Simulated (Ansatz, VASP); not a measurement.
## Two plane-wave programs on SrAl2O2

```
CELL_PARAMETERS angstrom
4.62053 0.00000 0.00000
-2.31026 4.00149 0.00000
0.00000 0.00000 4.38247
ATOMIC_POSITIONS crystal
Sr 0.00000 0.00000 0.50000
Al 0.33333 0.66667 0.00000
Al 0.66667 0.33333 0.00000
O 0.33333 0.66667 0.50000
O 0.66667 0.33333 0.50000
```

Alike in both runs: task single point; functional PBE; k mesh 6 × 6 × 4; occupations gaussian, width 0.1 eV; collinear spin.

|  | VASP | Ansatz |
| --- | --- | --- |
| version | VASP 6.6.1 | Ansatz 0.2.0 |
| potentials or method | VASP PAW PBE potentials, release 64 (Sr_sv, Al, O), cutoff 520 eV | scalar-relativistic, plane waves, PAW |
| valence electrons in the cell | 28 | 28 |

Ansatz gave:

| Quantity | Value |
| --- | --- |
| gap on the k mesh at the Fermi level (eV) | none |
| pressure (GPa) | -4.4 |
| traceless stress, the component that is largest in VASP (GPa) | -21.85 |
| net moment per atom (μB) | 0.15 |
| size of the moment on the site where the two differ most (μB) | 0.19 |

Task: Estimate VASP's values.

Result: gap on the k mesh at the Fermi level (eV): none; pressure (GPa): -4.3; traceless stress, the component that is largest in VASP (GPa): -22.34; net moment per atom (μB): 0.00; size of the moment on the site where the two differ most (μB): 0.00.

The net moments are unlike, so the other rows may belong to different states. Site moments also hang on the region over which each program counts them. A gap of «none» marks a metal or a gap that the smearing closes.
